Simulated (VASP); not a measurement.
Wanted: the native input for a VASP 6.6.1 run.

```yaml
Task: single point
Functional: PBEsol
Potentials_or_basis: VASP PAW PBE potentials, release 64 (Zn, O)
Cutoff: 520 eV
k_mesh: 9 × 9 × 6
Occupations: gaussian, width 0.05 eV
Spin: no spin polarisation
Dipole_correction: no
Further_INCAR_settings: ALGO = Normal; EDIFF = 1e-06; NBANDS = 26
```

The structure of ZnO lies in POSCAR:

```
ZnO
1.0
    3.0869287877      0.0000000000      0.0000000000
   -1.5434643938      2.6733587498      0.0000000000
    0.0000000000      0.0000000000      5.4639900000
Zn O
2 2
Direct
    0.3333333333      0.6666666667      0.0000000000
    0.6666666667      0.3333333333      0.5000000000
    0.3333333333      0.6666666667      0.3821000000
    0.6666666667      0.3333333333      0.8821000000
```

This cell differs from its parent crystal: strain -0.050 along x and y, +0.050 along z.

The input as run:

INCAR

```
SYSTEM = ZnO
ALGO = Normal
EDIFF = 1E-6
ENCUT = 520
GGA = PS
ISIF = 2
ISMEAR = 0
LASPH = .True.
LCHARG = .False.
LREAL = .False.
LWAVE = .False.
NBANDS = 26
NELM = 80
PREC = Accurate
SIGMA = 0.05
```

KPOINTS

```
k-points
0
Gamma
  9 9 6
  0 0 0
```

Potentials or basis: VASP PAW PBE potentials, release 64 (Zn, O).

The run is started by

```console
$ cat potpaw_PBE.64/Zn/POTCAR potpaw_PBE.64/O/POTCAR > POTCAR
$ mpirun -np 1 vasp_std > vasp.out
```

It gave:

The pressure is 10.8 GPa. The largest force is 0.903 eV/Å and the band gap on the k mesh is 0.55 eV, direct.

Caveat: the cell differs from its parent crystal (strain -0.050 along x and y, +0.050 along z); the PAW data sets were made with another functional, which shifts forces and pressure a little.

It took 24 s on 1 thread of Intel(R) Xeon(R) 6975P-C (Granite Rapids), with other jobs on the host, peak memory 0.18 GiB.
